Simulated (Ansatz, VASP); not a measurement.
**Sc2GaN3 in VASP and in Ansatz**

```
Sc Ga N
1.0
     5.49749    0.00000    0.00000
    -2.74874    4.76096    0.00000
     0.00000    0.00000    3.01342
Sc Ga N
2 1 3
Direct
  0.33333 0.66667 0.00000
  0.66667 0.33333 0.00000
  0.00000 0.00000 0.50000
  0.50000 0.00000 0.50000
  0.00000 0.50000 0.50000
  0.50000 0.50000 0.50000
```

Alike in both runs: functional PBE; k mesh 6 × 6 × 6; occupations gaussian, width 0.1 eV; no spin polarisation.

Ansatz relaxed the structure, and its values are those at the end. VASP's run is a single point on that final structure, the one shown.

|  | VASP | Ansatz |
| --- | --- | --- |
| version | VASP 6.6.1 | Ansatz 0.2.0 |
| potentials or method | VASP PAW PBE potentials, release 64 (Sc_sv, Ga_d, N), cutoff 520 eV | scalar-relativistic, plane waves, PAW |
| valence electrons in the cell | 50 | 50 |

Ansatz gave:

- gap on the k mesh at the Fermi level (eV): none
- pressure (GPa): 0.1

Task: Estimate VASP's values.

Result: gap on the k mesh at the Fermi level (eV): none; pressure (GPa): 0.7.

A gap of «none» marks a metal or a gap that the smearing closes. With one functional, cell and mesh, what is left measures potentials, basis and numerics.
